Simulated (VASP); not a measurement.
YB6, 7 atoms in the cell. The structure is cubic, space group Pm-3m (No. 221). Conventional cell: a = 4.055 Å, b = 4.055 Å, c = 4.055 Å, α = 90.00°, β = 90.00°, γ = 90.00°. Y (site symmetry m-3m) has 24 B at 2.98 Å and 6 Y at 4.05 Å within 4.1 Å. Within 2.1 Å of B (site symmetry 4mm) lie 5 B at 1.61 to 1.73 Å. 

```yaml
Program: VASP 6.6.1
Task: single point
Functional: BLYP
Dispersion: D3(BJ)
Potentials_or_basis: VASP PAW PBE potentials, release 64 (Y_sv, B)
Cutoff: 520 eV
k_mesh: 6 × 6 × 6
Occupations: fermi-dirac, width 0.15 eV
Spin: no spin polarisation
Dipole_correction: no
Further_INCAR_settings: ALGO = Normal; EDIFF = 1e-06; NBANDS = 24
```

Potentials or basis: VASP PAW PBE potentials, release 64 (Y_sv, B).

Launch:

```bash
$ cat potpaw_PBE.64/Y_sv/POTCAR potpaw_PBE.64/B/POTCAR > POTCAR
$ mpirun -np 1 vasp_std > vasp.out
```

Hardware: 1 thread of Intel(R) Xeon(R) Platinum 8488C (Sapphire Rapids) (shared host).

**Question.** Estimate the wall time of this run.

**Answer.** It took 32 s on 1 thread of Intel(R) Xeon(R) Platinum 8488C (Sapphire Rapids) (shared host), peak memory 0.19 GiB. Counts: scf iterations 14, k points 20.
